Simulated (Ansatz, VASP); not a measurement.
## One calculation of ZnSn2N3, two programs

```
Zn Sn N
1.0
     2.97196    1.71586    2.75411
    -2.97196    1.71586    2.75411
     0.00000   -3.43172    2.75411
Zn Sn N
1 2 3
Direct
  0.00000 0.00000 0.00000
  0.67400 0.67400 0.67400
  0.32600 0.32600 0.32600
  0.00000 0.50000 0.00000
  0.50000 0.00000 0.00000
  0.00000 0.00000 0.50000
```

Change from the starting cell: species swapped into the Er2Al3Cu type (R-3m, No. 166).

Alike in both runs: functional PBE; k mesh 12 × 12 × 12; occupations gaussian, width 0.1 eV; no spin polarisation.

Ansatz relaxed the structure, and its values are those at the end. VASP's run is a single point on that final structure, the one shown.

|  | VASP | Ansatz |
| --- | --- | --- |
| version | VASP 6.6.1 | Ansatz 0.2.0 |
| potentials or method | VASP PAW PBE potentials, release 64 (Zn, Sn_d, N), cutoff 520 eV | scalar-relativistic, plane waves, PAW |
| valence electrons in the cell | 55 | 55 |

|  | VASP | Ansatz | Ansatz less VASP |
| --- | --- | --- | --- |
| gap on the k mesh at the Fermi level (eV) | none | none | - |
| pressure (GPa) | 0.3 | 0.0 | -0.34 |
| rms of the force components (eV/Å) | 0.009 | 0.001 | -0.0079 |

A gap of «none» marks a metal or a gap that the smearing closes.
